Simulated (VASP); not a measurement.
Write the native input for VASP 6.6.1 that does the following.

```
Task                   : single point
Functional             : PBEsol
Potentials or basis    : VASP PAW PBE potentials, release 64 (Hf_pv, O)
Cutoff                 : 520 eV
k mesh                 : 5 × 5 × 6
Occupations            : fermi-dirac, width 0.05 eV
Spin                   : no spin polarisation
Hubbard terms          : Hf d U = 1.0 eV
Dipole correction      : no
Further INCAR settings : ALGO = Normal; EDIFF = 1e-07; NBANDS = 56
```

The structure of HfO2 lies in POSCAR:

```
HfO2
1.0
    5.0803194000      0.0000000000      0.0000000000
    0.0000000000      5.1648674500      0.0000000000
    0.0000000000      0.0000000000      4.8908836500
Hf O
4 8
Direct
    0.2225908200      0.7817995800      0.2720679400
    0.7225908200      0.7182004200      0.7279320600
    0.7774091800      0.2182004200      0.2720679400
    0.2774091800      0.2817995800      0.7279320600
    0.1868153200      0.1636487800      0.1045346200
    0.6868153200      0.3363512200      0.8954653800
    0.8131846800      0.8363512200      0.1045346200
    0.3131846800      0.6636487800      0.8954653800
    0.0000000000      0.5000000000      0.4890544500
    0.5000000000      0.0000000000      0.5109455500
    0.0000000000      0.0000000000      0.5756249900
    0.5000000000      0.5000000000      0.4243750100
```

One way to write it, as run:

INCAR

```
PREC = Accurate
ENCUT = 520
EDIFF = 1E-7
ISMEAR = -1
SIGMA = 0.05
LREAL = F
LASPH = T
NELM = 150
ALGO = Normal
ISIF = 2
LWAVE = F
LCHARG = T
LMAXMIX = 4
LDAU = T
LDAUTYPE = 2
LDAUL = 2 -1
LDAUU = 1 0
LDAUJ = 0 0
LDAUPRINT = 1
GGA = PS
LELF = T
LVHAR = T
NBANDS = 56
```

KPOINTS

```
regular mesh
0
Gamma
  5 5 6
```

Potentials or basis: VASP PAW PBE potentials, release 64 (Hf_pv, O).

Run with:

```sh
$ cat potpaw_PBE.64/Hf_pv/POTCAR potpaw_PBE.64/O/POTCAR > POTCAR
$ mpirun -np 1 vasp_std > vasp.out
```

It gave:

```json
{"Pressure": "1.6 GPa", "Largest force": "0.211 eV/Å", "Band gap on the k mesh": "3.90 eV"}
```

Caveat: the PAW data sets were made with another functional, which shifts forces and pressure a little; spin-orbit coupling is left out, which moves the levels of the heavy elements; an odd mesh through Γ misses points on the zone boundary, where band edges can lie.

Run time: 3.8 min on 1 thread of Intel(R) Xeon(R) Platinum 8375C CPU @ 2.90GHz (Ice Lake), on a shared host, peak memory 0.34 GiB.
